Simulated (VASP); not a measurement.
# CuO in VASP: settings compared

Aim: see how the results for CuO move with the level of theory and the settings. Levels: LDA, PBEsol, PBE, r2SCAN+U. Tasks: single point.

Everything below comes from runs of VASP 6.6.1. Logs are shortened: lines on timing, memory, paths and dates and some standing lists are left out, and cuts for length are marked.

**1. The cell of the first run**

The typed cell holds 4 atoms: a = 3.795 Å, b = 3.795 Å, c = 3.108 Å, α = 90.00°, β = 90.00°, γ = 90.00°.

**2. Single point, LDA**

INCAR reads:

```
PREC = Accurate
ENCUT = 520
EDIFF = 1E-6
ISMEAR = -1
SIGMA = 0.05
LREAL = False
LASPH = True
NELM = 80
ALGO = Normal
ISIF = 2
LWAVE = False
LCHARG = True
GGA = CA
LELF = True
LVHAR = True
NBANDS = 25
```

KPOINTS reads:

```
Automatic mesh
0
Gamma
  6 6 5
```

POSCAR reads:

```
CuO
1.0
    3.7953619443      0.0000000000      0.0000000000
    0.0000000000      3.7953619443      0.0000000000
    0.0000000000      0.0000000000      3.1077344663
Cu O
2 2
Direct
    0.0000000000      0.0000000000      0.0000000000
    0.5000000000      0.5000000000      0.0000000000
    0.5000000000      0.0000000000     -0.0000449802
    0.0000000000      0.5000000000      1.0000449802
```

Potentials or basis: VASP PAW LDA potentials, release 64 (Cu, O).

Command:

```
cat potpaw_LDA.64/Cu/POTCAR potpaw_LDA.64/O/POTCAR > POTCAR
mpirun -np 1 vasp_std > vasp.out
```

OUTCAR:

```text
PREC = Accurate
   ENCUT = 520
   EDIFF = 1E-6
   ISMEAR = -1
   LREAL = False
   LASPH = True
   NELM = 80
   ISIF = 2
   GGA = CA

 ion  position               nearest neighbor table
   1  0.000  0.000  0.000-   3 1.90   4 1.90   4 1.90   3 1.90   2 2.68   2 2.68   2 2.68   2 2.68

   2  0.500  0.500  0.000-   3 1.90   4 1.90   3 1.90   4 1.90   1 2.68   1 2.68   1 2.68   1 2.68

   3  0.500  0.000  1.000-   1 1.90   2 1.90   2 1.90   1 1.90
   4  0.000  0.500  0.000-   1 1.90   2 1.90   1 1.90   2 1.90

  LATTYP: Found a simple tetragonal cell.
 ALAT       =     3.7953619443
 C/A-ratio  =     0.8188242681

  Lattice vectors:

 A1 = (   3.7953619443,   0.0000000000,   0.0000000000)
 A2 = (   0.0000000000,   3.7953619443,   0.0000000000)
 A3 = (   0.0000000000,   0.0000000000,   3.1077344663)

Analysis of symmetry for initial positions (statically):
=====================================================================
 Subroutine PRICEL returns:
 Original cell was already a primitive cell.

 Routine SETGRP: Setting up the symmetry group for a
 simple tetragonal supercell.

 Subroutine GETGRP returns: Found 16 space group operations
 (whereof  8 operations were pure point group operations)
 out of a pool of 16 trial point group operations.

The static configuration has the point symmetry D_2d.
 The point group associated with its full space group is D_4h.

Analysis of symmetry for dynamics (positions and initial velocities):
=====================================================================
 Subroutine PRICEL returns:
 Original cell was already a primitive cell.

 Routine SETGRP: Setting up the symmetry group for a
 simple tetragonal supercell.

 Subroutine GETGRP returns: Found 16 space group operations
 (whereof  8 operations were pure point group operations)
 out of a pool of 16 trial point group operations.

The dynamic configuration has the point symmetry D_2d.
 The point group associated with its full space group is D_4h.

 Subroutine INISYM returns: Found 16 space group operations
 (whereof  8 operations are pure point group operations),
 and found     1 'primitive' translations

----------------------------------------------------------------------------------------

                                     Primitive cell

  volume of cell :      44.7662

  direct lattice vectors                    reciprocal lattice vectors
     3.795361944  0.000000000  0.000000000     0.263479482  0.000000000  0.000000000
     0.000000000  3.795361944  0.000000000     0.000000000  0.263479482  0.000000000
     0.000000000  0.000000000  3.107734466     0.000000000  0.000000000  0.321777813

  length of vectors
     3.795361944  3.795361944  3.107734466     0.263479482  0.263479482  0.321777813

  position of ions in fractional coordinates (direct lattice)
     0.000000000  0.000000000  0.000000000
     0.500000000  0.500000000  0.000000000
     0.500000000  0.000000000  0.999955020
     0.000000000  0.500000000  0.000044980

  ion indices of the primitive-cell ions
   primitive index   ion index
                 1           1
                 2           2
                 3           3
                 4           4

----------------------------------------------------------------------------------------

 KPOINTS: Automatic mesh

Automatic generation of k-mesh.
 Grid dimensions read from file:
 generate k-points for:    6    6    5

 Generating k-lattice:

  Cartesian coordinates                     Fractional coordinates (reciprocal lattice)
     0.043913247  0.000000000  0.000000000     0.166666667  0.000000000  0.000000000
     0.000000000  0.043913247  0.000000000     0.000000000  0.166666667  0.000000000
     0.000000000  0.000000000  0.064355563     0.000000000  0.000000000  0.200000000

  Length of vectors
     0.043913247  0.043913247  0.064355563

  Shift w.r.t. Gamma in fractional coordinates (k-lattice)
     0.000000000  0.000000000  0.000000000

 Subroutine IBZKPT returns following result:
 ===========================================

 Found     30 irreducible k-points:

 Following reciprocal coordinates:
            Coordinates               Weight
  0.000000  0.000000  0.000000      1.000000
  0.166667  0.000000  0.000000      4.000000
  0.333333  0.000000  0.000000      4.000000
  0.500000  0.000000  0.000000      2.000000
  0.166667  0.166667  0.000000      4.000000
  0.333333  0.166667  0.000000      8.000000
[... 16 lines left out ...]
  0.333333  0.000000  0.400000      8.000000
  0.500000  0.000000  0.400000      4.000000
 [... further k-points ...]
   k-points           NKPTS =     30   k-points in BZ     NKDIM =     30   number of bands    NBANDS=     25
   number of dos      NEDOS =    301   number of ions     NIONS =      4
   total plane-waves  NPLWV =  18816
   dimension x,y,z NGX =    28 NGY =   28 NGZ =   24
   dimension x,y,z NGXF=    56 NGYF=   56 NGZF=   48
   ions per type =               2   2
   NGX,Y,Z   is equivalent  to a cutoff of  12.26, 12.26, 12.84 a.u.
   NGXF,Y,Z  is equivalent  to a cutoff of  24.53, 24.53, 25.68 a.u.
 SYSTEM =  unknown system
   PREC   = accura    normal or accurate (medium, high low for compatibility)
   ISTART =      0    job   : 0-new  1-cont  2-samecut
   ICHARG =      2    charge: 1-file 2-atom 10-const
   ISPIN  =      1    spin polarized calculation?
   LNONCOLLINEAR =      F non collinear calculations
   LSORBIT =      F    spin-orbit coupling
   LASPH  =      T    aspherical Exc in radial PAW
   ENCUT  =  520.0 eV  38.22 Ry    6.18 a.u.   7.06  7.06  5.78*2*pi/ulx,y,z
   NELM   =     80;   NELMIN=  2; NELMDL= -5     # of ELM steps
   EDIFF  = 0.1E-05   stopping-criterion for ELM
   LREAL  =      F    real-space projection
   EDIFFG = 0.1E-04   stopping-criterion for IOM
   NSW    =      0    number of steps for IOM
   IBRION =     -1    ionic relax: 0-MD 1-quasi-New 2-CG
   NFREE  =      0    steps in history (QN), initial steepest desc. (CG)
   ISIF   =      2    stress and relaxation
   ISYM   =      2    0-nonsym 1-usesym 2-fastsym
   POTIM  = 0.5000    time-step for ionic-motion
   TEBEG  =    0.0;   TEEND  =   0.0 temperature during run
   PSTRESS=    0.0 pullay stress
   NELECT =      34.0000    total number of electrons
   NUPDOWN=      -1.0000    fix difference up-down
   EMIN   =  10.00;   EMAX   =-10.00  energy-range for DOS
   EFERMI =   0.00;   METHOD = LEGACY
   ISMEAR =    -1;   SIGMA  =   0.05  broadening in eV -4-tet -1-fermi 0-gaus
   EFERMI_NEDOS =   21; number of points for ismear=-14 and -15
   IALGO  =     38    algorithm
   IMIX   =      4    mixing-type and parameters
     AMIX     =   0.40;   BMIX     =  1.00
     AMIX_MAG =   1.60;   BMIX_MAG =  1.00
  volume/ion in A,a.u.               =      11.19        75.52
  Fermi-wavevector in a.u.,A,eV,Ry     =   1.493658  2.822603 30.354773  2.231013
  Thomas-Fermi vector in A             =   2.606030
   LORBIT       =      0    0 simple, 1 ext, 2 COOP (PROOUT), +10 PAW based schemes
   GGA     = CA    functional components
   LHFCALC =     F    Hartree Fock is set to
   AEXX    =    0.0000 exact exchange contribution
   IVDW    =     0    specifies the selected vdW correction
   LEPSILON=     F    determine dielectric tensor
   LRPA    =     F    only Hartree local field effects (RPA)
 non-spin polarized calculation
  energy-cutoff  :      520.00
  volume of cell :       44.77
 maximum number of plane-waves:      1228
   NGX = 15   NGY = 15   NGZ = 11

 number of electron      33.9999983 magnetization

 Free energy of the ion-electron system (eV)
  ---------------------------------------------------
  ext. energy  EPLUGINS =         0.00000000
  ---------------------------------------------------
  free energy    TOTEN  =       -22.41132400 eV

  energy without entropy =      -22.38420662  energy(sigma->0) =      -22.39776531

 E-fermi :   3.9636     XC(G=0): -11.6576

 val. band max:        3.9568817214   @ k =   0.3333   0.1667   0.0000
 cond. band min:       4.0088257567   @ k =   0.3333   0.1667   0.4000
 fundamental gap:      0.0519440354
 Fermi energy:         3.9635633901

 k-point     1 :       0.0000    0.0000    0.0000
  band No.  band energies     occupation
      1     -15.4038      2.00000
      2     -13.9506      2.00000
      3      -2.0154      2.00000
      4      -2.0154      2.00000
      5       0.1395      2.00000
      6       0.7845      2.00000
[... 17 lines left out ...]
     24      18.3852      0.00000
     25      19.0899      0.00000

 k-point     2 :       0.1667    0.0000    0.0000
  band No.  band energies     occupation
      1     -15.2655      2.00000
      2     -13.9846      2.00000
      3      -2.4320      2.00000
      4      -1.9787      2.00000
      5      -0.4730      2.00000
      6      -0.3687      2.00000
[... 17 lines left out ...]
     24      18.2283      0.00000
     25      18.9580      0.00000

 k-point     3 :       0.3333    0.0000    0.0000
  band No.  band energies     occupation
      1     -14.9032      2.00000
      2     -14.1360      2.00000
      3      -2.9746      2.00000
      4      -1.9633      2.00000
      5      -1.8382      2.00000
      6      -1.0335      2.00000
[... 17 lines left out ...]
     24      17.8853      0.00000
     25      17.9643      0.00000

 k-point     4 :       0.5000    0.0000    0.0000
  band No.  band energies     occupation
      1     -14.4667      2.00000
      2     -14.4667      2.00000
      3      -2.8726      2.00000
      4      -2.8726      2.00000
      5      -1.5345      2.00000
      6      -1.5345      2.00000
[... 17 lines left out ...]
     24      16.6838      0.00000
     25      18.0498      0.00000
[... 477 lines left out ...]
 k-point    22 :       0.1667    0.0000    0.4000
  band No.  band energies     occupation
      1     -15.0177      2.00000
      2     -13.8384      2.00000
      3      -2.1492      2.00000
      4      -1.6833      2.00000
      5      -1.1955      2.00000
      6      -0.3858      2.00000
[... 17 lines left out ...]
     24      16.9764      0.00000
     25      20.5449      0.00000

 k-point    23 :       0.3333    0.0000    0.4000
  band No.  band energies     occupation
      1     -14.6732      2.00000
      2     -13.9668      2.00000
      3      -2.7347      2.00000
      4      -1.8289      2.00000
      5      -1.5850      2.00000
      6      -1.0859      2.00000
[... 17 lines left out ...]
     24      18.2459      0.00000
     25      18.8446      0.00000

 k-point    24 :       0.5000    0.0000    0.4000
  band No.  band energies     occupation
      1     -14.2653      2.00000
      2     -14.2653      2.00000
      3      -2.6812      2.00000
      4      -2.6812      2.00000
      5      -1.3322      2.00000
      6      -1.3322      2.00000
[... 17 lines left out ...]
     24      17.3724      0.00000
     25      19.4098      0.00000

 [... further k-points ...]
[... 5 lines left out ...]
  --------------------------------------------------------------------------------------
  -------------------------------------------------------------------------------------
  Total        0.3475903      0.3475903     -0.0381620      0.0000000      0.0000000      0.0000000
  in kB       12.4402153     12.4402153     -1.3658148      0.0000000      0.0000000      0.0000000
  external PRESSURE =       7.8382053 kB  Pullay stress =       0.0000000 kB

 VOLUME and BASIS-vectors are now :
 -----------------------------------------------------------------------------
  energy-cutoff  :      520.00
  volume of cell :       44.77
      direct lattice vectors                 reciprocal lattice vectors
     3.795361944  0.000000000  0.000000000     0.263479482  0.000000000  0.000000000
     0.000000000  3.795361944  0.000000000     0.000000000  0.263479482  0.000000000
     0.000000000  0.000000000  3.107734466     0.000000000  0.000000000  0.321777813

 POSITION                                       TOTAL-FORCE (eV/Angst)
 -----------------------------------------------------------------------------------
      0.00000      0.00000      0.00000        -0.000000     -0.000000     -0.000000
      1.89768      1.89768      0.00000         0.000000      0.000000     -0.000000
      1.89768      0.00000      3.10759         0.000000      0.000000      0.000006
      0.00000      1.89768      0.00014        -0.000000      0.000000     -0.000006
 -----------------------------------------------------------------------------------
    total drift:                                0.000000      0.000000     -0.000000

  FREE ENERGIE OF THE ION-ELECTRON SYSTEM (eV)
  ---------------------------------------------------
  free  energy   TOTEN  =       -22.4113239954 eV

  energy  without entropy=      -22.3842066231  energy(sigma->0) =      -22.39776531
```

Run time: 33 s. Hardware: 1 thread of Intel Xeon Platinum 8175M at 2.50GHz (Skylake/Cascade Lake), shared host; peak memory 0.15 GiB.

Results:

```yaml
Free_energy: -22.4113 eV
Pressure: 0.8 GPa
Band_gap_on_the_k_mesh: zero (bands 17 and 18 overlap by 3.40 eV)
```

Stress tensor (GPa, compression positive):
```
 1.24  0.00  0.00
 0.00  1.24  0.00
 0.00  0.00 -0.14
```

Caveat: the k points lie up to 0.40 Å⁻¹ apart, too coarse for converged energies and pressures of a metal; semilocal functionals often make such compounds metallic where correlation or magnetic order opens a gap, which also shifts bond lengths.

[end of part 1 of 2]
